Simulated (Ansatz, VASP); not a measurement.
Two plane-wave programs on TeO5

```
CELL_PARAMETERS angstrom
3.03381 -3.97447 0.00000
3.03381 3.97447 0.00000
0.00000 0.00000 3.94643
ATOMIC_POSITIONS crystal
Te 0.50000 0.50000 0.50000
O 0.61058 0.93983 0.50000
O 0.38942 0.06017 0.50000
O 0.06017 0.38942 0.50000
O 0.93983 0.61058 0.50000
O 0.50000 0.50000 0.00000
```

Alike in both runs: functional PBE; k mesh 4 × 4 × 4; occupations gaussian, width 0.2 eV; no spin polarisation.

Ansatz relaxed the structure, and its values are those at the end. VASP's run is a single point on that final structure, the one shown.

```csv
,VASP,Ansatz
version,VASP 6.6.1,Ansatz 0.2.0
potentials or method,"VASP PAW PBE potentials, release 64 (Te, O), cutoff 520 eV","scalar-relativistic, plane waves, PAW"
valence electrons in the cell,36,46
```

Ansatz gave:

* gap on the k mesh at the Fermi level (eV): none
* pressure (GPa): 0.3
* rms of the force components (eV/Å): 0.037

Task: Estimate VASP's values.

Result: gap on the k mesh at the Fermi level (eV): none; pressure (GPa): 0.5; rms of the force components (eV/Å): 0.094.

A gap of «none» marks a metal or a gap that the smearing closes. VASP's potentials hold 36 valence electrons a cell and Ansatz's 46, so a difference there can come from the potentials and not from the codes.

The k mesh is coarse, so the values compare programs but aren't converged. Neither program's run includes spin-orbit coupling.
